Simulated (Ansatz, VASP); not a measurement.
## One calculation of Li3S2, two programs

```
Li S
1.0
     3.39448    1.95981    2.70430
    -3.39448    1.95981    2.70430
     0.00000   -3.91961    2.70430
Li S
3 2
Direct
  0.00000 0.50000 0.00000
  0.00000 0.00000 0.50000
  0.50000 0.00000 0.00000
  0.81876 0.81876 0.81876
  0.18124 0.18124 0.18124
```

Change from the starting cell: species swapped into the Br2Cl3 type (R-3m, No. 166).

Alike in both runs: task relaxation of cell and atoms; functional PBE; k mesh 6 × 6 × 6; occupations gaussian, width 0.1 eV; no spin polarisation.

|  | VASP | Ansatz |
| --- | --- | --- |
| version | VASP 6.6.1 | Ansatz 0.2.0 |
| potentials or method | VASP PAW PBE potentials, release 64 (Li_sv, S), cutoff 600 eV | scalar-relativistic, plane waves, PAW |
| valence electrons in the cell | 21 | 21 |

VASP gave:

| Property | Result |
| --- | --- |
| gap on the k mesh at the Fermi level, each at its own relaxed structure (eV) | none |
| relaxed volume (Å³/atom) | 20.19 |
| relaxed length of the cell vector where the two differ most in proportion (Å) | 4.833 |

**Question.** Estimate Ansatz's values.

**Answer.** gap on the k mesh at the Fermi level, each at its own relaxed structure (eV): none; relaxed volume (Å³/atom): 20.14; relaxed length of the cell vector where the two differ most in proportion (Å): 4.826.

A gap of «none» marks a metal or a gap that the smearing closes.

Noted on VASP's run: the cutoff is under 1.25 times that of the potentials, so the pressure is a little rough.
